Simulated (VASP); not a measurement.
Wanted: the native input for a VASP 6.6.1 run.

- Task: single point
- Functional: PBE
- Potentials or basis: VASP PAW PBE potentials, release 64 (Ti_sv, Al)
- Cutoff: 520 eV
- k mesh: 10 × 10 × 4
- Occupations: gaussian, width 0.1 eV
- Spin: no spin polarisation
- Dipole correction: no
- Further INCAR settings: ALGO = Fast; EDIFF = 1e-06; NBANDS = 31

The structure of TiAl3 lies in POSCAR:

```
TiAl3
1.0
    3.9222537959      0.0000000000      0.0000000000
    0.0000000000      3.9222537959      0.0000000000
    0.0000000000      0.0000000000      8.5513752326
Ti Al
2 6
Direct
    0.0000000000      0.0000000000      0.0000000000
    0.5000000000      0.5000000000      0.5000000000
    0.5000000000      0.5000000000      0.0000000000
    0.0000000000      0.5000000000      0.2500000000
    0.5000000000      0.0000000000      0.2500000000
    0.0000000000      0.0000000000      0.5000000000
    0.5000000000      0.0000000000      0.7500000000
    0.0000000000      0.5000000000      0.7500000000
```

This cell differs from its parent crystal: biaxial strain in the a-b plane: +2.0 %, then relaxed in part.

These files were run (other wordings do the same):

INCAR

```
SYSTEM = TiAl3
  PREC = Accurate
  ENCUT = 520
  EDIFF = 1E-6
  ISMEAR = 0
  SIGMA = 0.1
  LREAL = .FALSE.
  LASPH = .TRUE.
  NELM = 80
  ALGO = Fast
  ISIF = 2
  LWAVE = .FALSE.
  LCHARG = .FALSE.
  GGA = PE
  NBANDS = 31
```

KPOINTS

```
regular mesh
0
G
  10 10 4
  0 0 0
```

Potentials or basis: VASP PAW PBE potentials, release 64 (Ti_sv, Al).

Run with:

```bash
$ cat potpaw_PBE.64/Ti_sv/POTCAR potpaw_PBE.64/Al/POTCAR > POTCAR
$ mpirun -np 1 vasp_std > vasp.out
```

Results of the run:

```
Pressure               : -3.2 GPa
Band gap on the k mesh : zero (bands 21 and 22 overlap by 1.98 eV)
```

Caveat: the cell differs from its parent crystal (biaxial strain in the a-b plane: +2.0 %, then relaxed in part); the cell stands under tension.

Wall time 8.6 min on 1 thread of Intel(R) Xeon(R) Platinum 8375C CPU @ 2.90GHz (Ice Lake) (shared host), peak memory 0.37 GiB.
